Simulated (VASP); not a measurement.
## AlGaN2: single point with r2SCAN

AlGaN2:

```
Al Ga N
1.0
     3.13853    0.00000    0.00000
     0.00000    3.13853    0.00000
     0.00000    0.00000    8.84471
Al Ga N
2 2 4
Direct
  0.50000 0.50000 0.25000
  0.50000 0.50000 0.75000
  0.00000 0.00000 0.99906
  0.00000 0.00000 0.50094
  0.50000 0.00000 0.36530
  0.50000 0.00000 0.87378
  0.00000 0.50000 0.13470
  0.00000 0.50000 0.62622
```

This cell differs from its parent crystal: mode 23 (742.2 1/cm) frozen in, largest displacement +0.037 Å.

```json
{"Program": "VASP 6.6.1", "Task": "single point", "Functional": "r2SCAN", "Potentials or basis": "VASP PAW PBE potentials, release 64 (Al, Ga_d, N)", "Cutoff": "520 eV", "k mesh": "8 × 8 × 4", "Occupations": "gaussian, width 0.05 eV", "Spin": "no spin polarisation", "Dipole correction": "no", "Further INCAR settings": "ALGO = Normal; EDIFF = 1e-07; NBANDS = 36"}
```

- Pressure: 0.6 GPa
- Largest force: 1.172 eV/Å
- Band gap on the k mesh: 3.28 eV

Forces on the atoms (eV/Å):
```
Al   0.000  0.000  0.000
Al   0.000  0.000  0.000
Ga   0.000  0.000  1.172
Ga   0.000  0.000 -1.172
N    0.000  0.000  0.977
N    0.000  0.000 -1.167
N    0.000  0.000 -0.977
N    0.000  0.000  1.167
```

Stress tensor (GPa, compression positive):
```
0.73 0.00 0.00
0.00 0.73 0.00
0.00 0.00 0.32
```

Levels at points of the mesh, in eV from the valence-band top:
| k point | band 24 | band 25 | band 26 | band 27 | band 28 | band 29 |
| --- | --- | --- | --- | --- | --- | --- |
| (0.00, 0.00, 0.00) | -0.28 | 0.00 | 0.00 | 3.28 | 3.94 | 5.80 |
| (0.50, 0.00, 0.00) | -0.95 | -0.66 | -0.38 | 5.73 | 7.20 | 7.72 |
| (0.50, 0.50, 0.00) | -2.34 | -2.34 | -2.33 | 3.72 | 3.72 | 6.77 |
| (0.00, 0.00, 0.50) | -0.66 | -0.21 | -0.21 | 4.15 | 4.41 | 4.80 |
| (0.50, 0.00, 0.50) | -0.97 | -0.97 | -0.39 | 6.50 | 6.82 | 7.60 |
| (0.50, 0.50, 0.50) | -2.69 | -2.69 | -2.64 | 4.71 | 4.71 | 5.41 |

Wall time 6.7 min on 1 thread of AMD EPYC 9R45 96-Core Processor (Zen 5), on a shared host, peak memory 0.25 GiB.

Caveat: the cell differs from its parent crystal (mode 23 (742.2 1/cm) frozen in, largest displacement +0.037 Å); the PAW data sets were made with another functional, which shifts forces and pressure a little. A k mesh can miss the band edges.
